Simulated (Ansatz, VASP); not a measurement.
Two plane-wave programs on MnPt

```
Mn Pt
1.0
     2.63811    0.00000    0.00000
     0.00000    2.63811    0.00000
     0.00000    0.00000    3.68349
Mn Pt
1 1
Cartesian
  0.0000 0.0000 0.0000
  1.3191 1.3191 1.8417
```

Alike in both runs: functional LDA; k mesh 16 × 16 × 12; occupations gaussian, width 0.2 eV; collinear spin.

Ansatz relaxed the structure, and its values are those at the end. VASP's run is a single point on that final structure, the one shown.

```csv
,VASP,Ansatz
version,VASP 6.6.1,Ansatz 0.2.0
potentials or method,"VASP PAW LDA potentials, release 64 (Mn_sv, Pt_sv_GW), cutoff 600 eV","scalar-relativistic, plane waves, PAW"
valence electrons in the cell,33,33
```

VASP gave:

* gap on the k mesh at the Fermi level (eV): none
* pressure (GPa): -2.1
* net moment per atom (μB): 0.97
* size of the moment on the site where the two differ most (μB): 1.73

Task: What did Ansatz give for the same quantities?

Result: gap on the k mesh at the Fermi level (eV): none; pressure (GPa): 0.0; net moment per atom (μB): 1.02; size of the moment on the site where the two differ most (μB): 1.91.

LDA's correlation is that of Perdew and Zunger in VASP and of Perdew and Wang (1992) in Ansatz. Site moments also hang on the region over which each program counts them. A gap of «none» marks a metal or a gap that the smearing closes.

Spin-orbit coupling is off throughout.
